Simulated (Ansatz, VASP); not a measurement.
AlP in VASP and in Ansatz

```
Al P
1.0
     0.00000    2.71693    2.71693
     2.71693    0.00000    2.71693
     2.71693    2.71693    0.00000
Al P
1 1
Direct
  0.00000 0.00000 0.00000
  0.75000 0.75000 0.75000
```

Alike in both runs: functional LDA; k mesh 14 × 14 × 14; occupations fermi-dirac, width 0.05 eV; no spin polarisation.

Ansatz relaxed the structure, and its values are those at the end. VASP's run is a single point on that final structure, the one shown.

```csv
,VASP,Ansatz
version,VASP 6.6.1,Ansatz 0.2.0
potentials or method,"VASP PAW LDA potentials, release 64 (Al, P)","PAW with Ansatz's default frozen-core files, scalar-relativistic"
plane-wave cutoff (eV),500,420
valence electrons in the cell,8,8
```

```csv
,VASP,Ansatz,Ansatz less VASP
pressure (GPa),0.1,0.0,-0.05
```

LDA's correlation is that of Perdew and Zunger in VASP and of Perdew and Wang (1992) in Ansatz.
